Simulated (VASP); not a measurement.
Input of a VASP 6.6.1 run:

The input POSCAR:

```
BN
1.0
    0.0000000000      1.8123816016      1.8123816016
    1.8123816016      0.0000000000      1.8123816016
    1.8123816016      1.8123816016      0.0000000000
B N
1 1
Direct
    0.5000000000      0.5000000000      0.5000000000
    0.2500000000      0.2500000000      0.2500000000
```

INCAR.step1

```
PREC = Accurate ; ENCUT = 910
ISMEAR = 0 ; SIGMA = 0.02
LREAL = F ; LASPH = T
NELM = 120 ; NBANDS = 11
GGA = PE ; ALGO = Normal
EDIFF = 1E-5 ; LWAVE = T
LCHARG = F ; GGA_COMPAT = F
```

Contents of INCAR.step2:

```
PREC = Accurate ; ENCUT = 910
EDIFF = 1E-6 ; ISMEAR = 0
SIGMA = 0.02 ; LREAL = F
LASPH = T ; NELM = 120
ALGO = Normal ; ISIF = 2
LWAVE = F ; LCHARG = F
METAGGA = R2SCAN ; LMIXTAU = T
NBANDS = 11 ; ISTART = 1
GGA_COMPAT = F
```

File KPOINTS:

```
regular mesh
0
Gamma
  12 12 12
```

Potentials or basis: VASP PAW PBE potentials, release 64 (B_h, N_h).

The run is started by

```console
$ cat potpaw_PBE.64/B_h/POTCAR potpaw_PBE.64/N_h/POTCAR > POTCAR
$ cp INCAR.step1 INCAR
$ mpirun -np 1 vasp_std > vasp.out
$ cp INCAR.step2 INCAR
$ mpirun -np 1 vasp_std > vasp.out
```

Q: Predict the band gap on the k mesh.

A: 4.98 eV, indirect (least direct gap 9.51 eV).

Q: What does it give for the pressure?

A: -5.3 GPa.

Caveat: the cutoff is under 1.25 times the usual one of these potentials, so pressure, stress and relaxed cells hold a basis-set (Pulay) error; the PAW data sets were made with another functional, which shifts forces and pressure a little. r2SCAN opens gaps a little over a GGA but as a rule still falls short of measured ones.
